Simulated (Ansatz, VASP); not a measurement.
**Ta: VASP beside Ansatz**

The input INCAR:

```
PREC = Accurate ; ENCUT = 520
EDIFF = 1E-6 ; ISMEAR = 0
SIGMA = 0.15 ; LREAL = False
LASPH = True ; NELM = 80
ALGO = Normal ; ISIF = 2
LWAVE = False ; LCHARG = True
GGA = PS ; LELF = True
LVHAR = True ; NBANDS = 12
```

KPOINTS

```
Automatic mesh
0
Gamma
  20 20 20
```

POSCAR

```
Ta
1.0
   -1.5522032000      1.5522032000      1.6512800000
    1.5522032000     -1.5522032000      1.6512800000
    1.5522032000      1.5522032000     -1.6512800000
Ta
1
Direct
    0.0000000000      0.0000000000      0.0000000000
```

Input for Ansatz:

```yaml
crystal:
  lattice:
    - [-1.5522032, 1.5522032, 1.65128]
    - [1.5522032, -1.5522032, 1.65128]
    - [1.5522032, 1.5522032, -1.65128]
  atoms:
    - { symbol: Ta, position: [0.0, 0.0, 0.0] }
basis:
  ecutwfc: 420
kpoints:
  mp_grid: { grid: [20, 20, 20] }
hamiltonian:
  xc: pbesol
scf:
  occupations: { method: gaussian, width: 0.15 }
output:
  forces: true
  stress: true
  eigenvalues: true
```

Change from the starting cell: strain -0.0600 x Voigt [1, 1, 0, 0, 0, 0], atoms carried along.

Alike in both runs: task single point; functional PBEsol; k mesh 20 × 20 × 20; occupations gaussian, width 0.15 eV; no spin polarisation.

```csv
,VASP,Ansatz
version,VASP 6.6.1,Ansatz 0.2.0
potentials or method,"VASP PAW PBE potentials, release 64 (Ta_pv), cutoff 520 eV","scalar-relativistic, plane waves, PAW"
valence electrons in the cell,11,13
```

```csv
,VASP,Ansatz,Ansatz less VASP
gap on the k mesh at the Fermi level (eV),none,none,-
pressure (GPa),27.3,26.8,-0.48
"traceless stress, the component that is largest in VASP (GPa)",-6.38,-6.39,-0.013
```

VASP's potentials were made for PBE, not for PBEsol. A gap of «none» marks a metal or a gap that the smearing closes. VASP's potentials hold 11 valence electrons a cell and Ansatz's 13, so a difference there can come from the potentials and not from the codes.

Spin-orbit coupling is off throughout.
